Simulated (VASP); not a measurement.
# Rh: single point with LDA

The system is Rh.

```xyz
2
Lattice="2.7310 0.0000 0.0000 -1.3655 2.3651 0.0000 0.0000 0.0000 4.4285" Properties=species:S:1:pos:R:3 pbc="T T T"
Rh    1.3655    0.7884    3.3214
Rh    0.0000    1.5767    1.1071
```

This isn't the form of Rh at room conditions, which is fcc.

```yaml
Program: VASP 6.6.1
Task: single point
Functional: LDA
Potentials_or_basis: VASP PAW LDA potentials, release 64 (Rh_pv)
Cutoff: 520 eV
k_mesh: 24 × 24 × 12
Occupations: gaussian, width 0.15 eV
Spin: no spin polarisation
```

```
Pressure               : -18.7 GPa
Band gap on the k mesh : zero (bands 15 and 16 overlap by 2.27 eV)
```

Stress tensor (GPa, compression positive):
```
-18.15   0.00   0.00
  0.00 -18.15   0.00
  0.00   0.00 -19.73
```

Levels at points of the mesh, in eV from the Fermi level:
| k point | band 13 | band 14 | band 15 | band 16 | band 17 | band 18 |
| --- | --- | --- | --- | --- | --- | --- |
| (0.00, 0.00, 0.00) | -2.39 | -1.79 | -1.79 | 0.13 | 0.13 | 0.71 |
| (0.50, 0.00, 0.00) | -2.05 | 0.41 | 0.59 | 0.70 | 2.91 | 4.92 |
| (0.00, 0.00, 0.50) | -2.97 | -2.97 | -0.42 | -0.42 | -0.42 | -0.42 |
| (0.50, 0.00, 0.50) | -0.29 | -0.29 | 0.59 | 0.59 | 2.59 | 2.59 |

Wall time 2.8 min on 1 thread of Intel(R) Xeon(R) Platinum 8259CL CPU @ 2.50GHz (Skylake/Cascade Lake), with other jobs on the host, peak memory 0.3 GiB.

Caveat: the cell stands under tension.
